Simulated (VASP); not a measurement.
# C in VASP: further runs

C is run at these levels: PBE; tasks: single point.

Program: VASP 6.6.1. These are calculated values, not measurements. Logs are shortened: lines on timing, memory, paths and dates and some standing lists are left out, and cuts for length are marked.

## Step 1: The cell of the first run

The cell holds a slab with vacuum, 2 atoms: a = 2.294 Å, b = 2.294 Å, c = 8.950 Å, α = 90.00°, β = 90.00°, γ = 120.00°.

## Step 2: Single point, PBE

INCAR reads:

```
SYSTEM = C
PREC = Accurate
ENCUT = 520
EDIFF = 1E-6
ISMEAR = 0
SIGMA = 0.15
LREAL = .False.
LASPH = .True.
NELM = 60
ALGO = Normal
ISIF = 2
LWAVE = .False.
LCHARG = .False.
GGA = PE
NBANDS = 11
```

KPOINTS reads:

```
regular mesh
0
Gamma
  21 21 6
  0 0 0
```

POSCAR reads:

```
C
1.0
    2.2938000000      0.0000000000      0.0000000000
   -1.1469000000      1.9864890712      0.0000000000
    0.0000000000      0.0000000000      8.9501000000
C
2
Direct
    0.3333333333      0.6666666667      0.0000000000
    0.6666666667      0.3333333333      0.0000000000
```

Potentials or basis: VASP PAW PBE potentials, release 64 (C).

Command:

```bash
> cat potpaw_PBE.64/C/POTCAR > POTCAR
> mpirun -np 1 vasp_std > vasp.out
```

OUTCAR:

```text
SYSTEM = C
   PREC = Accurate
   ENCUT = 520
   EDIFF = 1E-6
   ISMEAR = 0
   LREAL = .False.
   LASPH = .True.
   NELM = 60
   ISIF = 2
   GGA = PE

 ion  position               nearest neighbor table
   1  0.333  0.667  0.000-   2 1.32   2 1.32   2 1.32
   2  0.667  0.333  0.000-   1 1.32   1 1.32   1 1.32

  LATTYP: Found a hexagonal cell.
 ALAT       =     2.2938000000
 C/A-ratio  =     3.9018658994

  Lattice vectors:

 A1 = (   2.2938000000,   0.0000000000,   0.0000000000)
 A2 = (  -1.1469000000,   1.9864890712,   0.0000000000)
 A3 = (   0.0000000000,   0.0000000000,   8.9501000000)

Analysis of symmetry for initial positions (statically):
=====================================================================
 Subroutine PRICEL returns:
 Original cell was already a primitive cell.

 Routine SETGRP: Setting up the symmetry group for a
 hexagonal supercell.

 Subroutine GETGRP returns: Found 24 space group operations
 (whereof 24 operations were pure point group operations)
 out of a pool of 24 trial point group operations.

The static configuration has the point symmetry D_6h.

Analysis of symmetry for dynamics (positions and initial velocities):
=====================================================================
 Subroutine PRICEL returns:
 Original cell was already a primitive cell.

 Routine SETGRP: Setting up the symmetry group for a
 hexagonal supercell.

 Subroutine GETGRP returns: Found 24 space group operations
 (whereof 24 operations were pure point group operations)
 out of a pool of 24 trial point group operations.

The dynamic configuration has the point symmetry D_6h.

 Subroutine INISYM returns: Found 24 space group operations
 (whereof 24 operations are pure point group operations),
 and found     1 'primitive' translations

----------------------------------------------------------------------------------------

                                     Primitive cell

  volume of cell :      40.7821

  direct lattice vectors                    reciprocal lattice vectors
     2.293800000  0.000000000  0.000000000     0.435957799  0.251700353  0.000000000
    -1.146900000  1.986489071  0.000000000     0.000000000  0.503400706  0.000000000
     0.000000000  0.000000000  8.950100000     0.000000000  0.000000000  0.111730595

  length of vectors
     2.293800000  2.293800000  8.950100000     0.503400706  0.503400706  0.111730595

  position of ions in fractional coordinates (direct lattice)
     0.333333333  0.666666667  0.000000000
     0.666666667  0.333333333  0.000000000

  ion indices of the primitive-cell ions
   primitive index   ion index
                 1           1
                 2           2

----------------------------------------------------------------------------------------

 KPOINTS: regular mesh

Automatic generation of k-mesh.
 Grid dimensions read from file:
 generate k-points for:   21   21    6

 Generating k-lattice:

  Cartesian coordinates                     Fractional coordinates (reciprocal lattice)
     0.020759895  0.011985731  0.000000000     0.047619048  0.000000000  0.000000000
     0.000000000  0.023971462  0.000000000     0.000000000  0.047619048  0.000000000
     0.000000000  0.000000000  0.018621766     0.000000000  0.000000000  0.166666667

  Length of vectors
     0.023971462  0.023971462  0.018621766

  Shift w.r.t. Gamma in fractional coordinates (k-lattice)
     0.000000000  0.000000000  0.000000000

 Subroutine IBZKPT returns following result:
 ===========================================

 Found    192 irreducible k-points:

 Following reciprocal coordinates:
            Coordinates               Weight
  0.000000  0.000000  0.000000      1.000000
  0.047619 -0.000000  0.000000      6.000000
  0.095238 -0.000000  0.000000      6.000000
  0.142857 -0.000000  0.000000      6.000000
  0.190476 -0.000000  0.000000      6.000000
  0.238095 -0.000000  0.000000      6.000000
[... 16 lines left out ...]
  0.142857  0.095238  0.000000     12.000000
  0.190476  0.095238  0.000000     12.000000
 [... further k-points ...]
   k-points           NKPTS =    192   k-points in BZ     NKDIM =    192   number of bands    NBANDS=     11
   number of dos      NEDOS =    301   number of ions     NIONS =      2
   total plane-waves  NPLWV =  22680
   dimension x,y,z NGX =    18 NGY =   18 NGZ =   70
   dimension x,y,z NGXF=    36 NGYF=   36 NGZF=  140
   ions per type =               2
   NGX,Y,Z   is equivalent  to a cutoff of  13.05, 13.05, 13.00 a.u.
   NGXF,Y,Z  is equivalent  to a cutoff of  26.09, 26.09, 26.00 a.u.
 SYSTEM =  C
   PREC   = accura    normal or accurate (medium, high low for compatibility)
   ISTART =      0    job   : 0-new  1-cont  2-samecut
   ICHARG =      2    charge: 1-file 2-atom 10-const
   ISPIN  =      1    spin polarized calculation?
   LNONCOLLINEAR =      F non collinear calculations
   LSORBIT =      F    spin-orbit coupling
   LASPH  =      T    aspherical Exc in radial PAW
   ENCUT  =  520.0 eV  38.22 Ry    6.18 a.u.   4.26  4.26 16.64*2*pi/ulx,y,z
   NELM   =     60;   NELMIN=  2; NELMDL= -5     # of ELM steps
   EDIFF  = 0.1E-05   stopping-criterion for ELM
   LREAL  =      F    real-space projection
   EDIFFG = 0.1E-04   stopping-criterion for IOM
   NSW    =      0    number of steps for IOM
   IBRION =     -1    ionic relax: 0-MD 1-quasi-New 2-CG
   NFREE  =      0    steps in history (QN), initial steepest desc. (CG)
   ISIF   =      2    stress and relaxation
   ISYM   =      2    0-nonsym 1-usesym 2-fastsym
   POTIM  = 0.5000    time-step for ionic-motion
   TEBEG  =    0.0;   TEEND  =   0.0 temperature during run
   PSTRESS=    0.0 pullay stress
   NELECT =       8.0000    total number of electrons
   NUPDOWN=      -1.0000    fix difference up-down
   EMIN   =  10.00;   EMAX   =-10.00  energy-range for DOS
   EFERMI =   0.00;   METHOD = LEGACY
   ISMEAR =     0;   SIGMA  =   0.15  broadening in eV -4-tet -1-fermi 0-gaus
   EFERMI_NEDOS =   21; number of points for ismear=-14 and -15
   IALGO  =     38    algorithm
   IMIX   =      4    mixing-type and parameters
     AMIX     =   0.40;   BMIX     =  1.00
     AMIX_MAG =   1.60;   BMIX_MAG =  1.00
  volume/ion in A,a.u.               =      20.39       137.61
  Fermi-wavevector in a.u.,A,eV,Ry     =   0.951221  1.797548 12.310853  0.904822
  Thomas-Fermi vector in A             =   2.079671
   LORBIT       =      0    0 simple, 1 ext, 2 COOP (PROOUT), +10 PAW based schemes
   GGA     = PE    functional components
   LHFCALC =     F    Hartree Fock is set to
   AEXX    =    0.0000 exact exchange contribution
   IVDW    =     0    specifies the selected vdW correction
   LEPSILON=     F    determine dielectric tensor
   LRPA    =     F    only Hartree local field effects (RPA)
 non-spin polarized calculation
 Gauss-broadening in eV      SIGMA  =   0.15
  energy-cutoff  :      520.00
  volume of cell :       40.78
 maximum number of plane-waves:      1150
 NGX is ok and might be reduce to    18
   NGX =  9   NGY =  9   NGZ = 33

 number of electron       7.9999997 magnetization

 Free energy of the ion-electron system (eV)
  ---------------------------------------------------
  ext. energy  EPLUGINS =         0.00000000
  ---------------------------------------------------
  free energy    TOTEN  =       -17.63412676 eV

  energy without entropy =      -17.63335915  energy(sigma->0) =      -17.63374296

 E-fermi :   0.0569     XC(G=0):  -4.9044

 val. band max:        0.0568891613   @ k =   0.3333   0.3333   0.5000
 cond. band min:       0.0569001061   @ k =   0.3333   0.3333   0.1667
 fundamental gap:      0.0000109448
 Fermi energy:         0.0568931642

 k-point     1 :       0.0000    0.0000    0.0000
  band No.  band energies     occupation
      1     -21.2719      2.00000
      2      -9.1388      2.00000
      3      -2.8311      2.00000
      4      -2.8311      2.00000
      5       2.3716      0.00000
      6       4.4138      0.00000
      7       5.9317      0.00000
      8       9.8956      0.00000
      9       9.8956      0.00000
     10      11.9849      0.00000
     11      14.3703      0.00000

 k-point     2 :       0.0476   -0.0000    0.0000
  band No.  band energies     occupation
      1     -21.2114      2.00000
      2      -9.0627      2.00000
      3      -3.0729      2.00000
      4      -2.9771      2.00000
      5       2.4557      0.00000
      6       4.4976      0.00000
      7       6.0130      0.00000
      8       9.9401      0.00000
      9      10.1837      0.00000
     10      12.0634      0.00000
     11      14.1143      0.00000

 k-point     3 :       0.0952   -0.0000    0.0000
  band No.  band energies     occupation
      1     -21.0298      2.00000
      2      -8.8349      2.00000
      3      -3.7543      2.00000
      4      -3.3742      2.00000
      5       2.7081      0.00000
      6       4.7487      0.00000
      7       6.2575      0.00000
      8      10.0415      0.00000
      9      11.0055      0.00000
     10      12.2968      0.00000
     11      13.3842      0.00000

 k-point     4 :       0.1429   -0.0000    0.0000
  band No.  band energies     occupation
      1     -20.7278      2.00000
      2      -8.4570      2.00000
      3      -4.7708      2.00000
      4      -3.9298      2.00000
      5       3.1291      0.00000
      6       5.1662      0.00000
      7       6.6664      0.00000
      8      10.1338      0.00000
      9      12.2483      0.00000
     10      12.2619      0.00000
     11      12.7056      0.00000

 k-point     5 :       0.1905   -0.0000    0.0000
  band No.  band energies     occupation
      1     -20.3064      2.00000
      2      -7.9323      2.00000
      3      -6.0078      2.00000
      4      -4.5501      2.00000
      5       3.7186      0.00000
      6       5.7475      0.00000
      7       7.2390      0.00000
      8      10.1733      0.00000
      9      10.8634      0.00000
     10      13.2355      0.00000
     11      13.8477      0.00000
[... 211 lines left out ...]
 k-point    21 :       0.4762    0.0476    0.0000
  band No.  band energies     occupation
      1     -14.9097      2.00000
      2     -14.6235      2.00000
      3      -7.1525      2.00000
      4      -2.7013      2.00000
      5       1.8003      0.00000
      6       9.9593      0.00000
      7      11.5977      0.00000
      8      11.7289      0.00000
      9      13.3012      0.00000
     10      13.6825      0.00000
     11      15.0131      0.00000

 k-point    22 :       0.0952    0.0952    0.0000
  band No.  band energies     occupation
      1     -20.5470      2.00000
      2      -8.2313      2.00000
      3      -5.1251      2.00000
      4      -4.4498      2.00000
      5       3.3823      0.00000
      6       5.4164      0.00000
      7       6.9147      0.00000
      8      10.5359      0.00000
      9      11.6808      0.00000
     10      12.5233      0.00000
     11      12.9098      0.00000

 k-point    23 :       0.1429    0.0952    0.0000
  band No.  band energies     occupation
      1     -20.1263      2.00000
      2      -7.7085      2.00000
      3      -6.1633      2.00000
      4      -5.1819      2.00000
      5       3.9724      0.00000
      6       5.9973      0.00000
      7       7.4916      0.00000
      8      10.3999      0.00000
      9      10.8304      0.00000
     10      13.4300      0.00000
     11      13.6182      0.00000

 k-point    24 :       0.1905    0.0952    0.0000
  band No.  band energies     occupation
      1     -19.5879      2.00000
      2      -7.3971      2.00000
      3      -7.0448      2.00000
      4      -5.8588      2.00000
      5       4.7304      0.00000
      6       6.7338      0.00000
      7       8.2315      0.00000
      8       8.9514      0.00000
      9      10.9845      0.00000
     10      14.0724      0.00000
     11      14.9346      0.00000

 [... further k-points ...]
[... 5 lines left out ...]
  --------------------------------------------------------------------------------------
  -------------------------------------------------------------------------------------
  Total       11.7480641     11.7480641     -0.0147797      0.0000000     -0.0000000      0.0000000
  in kB      461.5377980    461.5377980     -0.5806401      0.0000000     -0.0000000      0.0000000
  external PRESSURE =     307.4983186 kB  Pullay stress =       0.0000000 kB

 VOLUME and BASIS-vectors are now :
 -----------------------------------------------------------------------------
  energy-cutoff  :      520.00
  volume of cell :       40.78
      direct lattice vectors                 reciprocal lattice vectors
     2.293800000  0.000000000  0.000000000     0.435957799  0.251700353  0.000000000
    -1.146900000  1.986489071  0.000000000     0.000000000  0.503400706  0.000000000
     0.000000000  0.000000000  8.950100000     0.000000000  0.000000000  0.111730595

 POSITION                                       TOTAL-FORCE (eV/Angst)
 -----------------------------------------------------------------------------------
     -0.00000      1.32433      0.00000         0.000000      0.000000      0.000000
      1.14690      0.66216      0.00000        -0.000000     -0.000000      0.000000
 -----------------------------------------------------------------------------------
    total drift:                                0.000000     -0.000000     -0.000000

  FREE ENERGIE OF THE ION-ELECTRON SYSTEM (eV)
  ---------------------------------------------------
  free  energy   TOTEN  =       -17.6341267577 eV

  energy  without entropy=      -17.6333591528  energy(sigma->0) =      -17.63374296
```

Run time: 36 s. Hardware: 1 thread of Intel Xeon 6975P-C (Granite Rapids), shared host; peak memory 0.19 GiB.

Results:

* Free energy: -17.6341 eV
* Band gap on the k mesh: zero (filled and empty bands touch)

Levels at points of the mesh, in eV from the Fermi level:
| k point | band 2 | band 3 | band 4 | band 5 | band 6 | band 7 |
| --- | --- | --- | --- | --- | --- | --- |
| (0.00, 0.00, 0.00) | -9.20 | -2.89 | -2.89 | 2.31 | 4.36 | 5.87 |
| (0.00, 0.00, 0.50) | -9.20 | -2.89 | -2.89 | 2.87 | 3.11 | 7.67 |

[end of part 1 of 2]
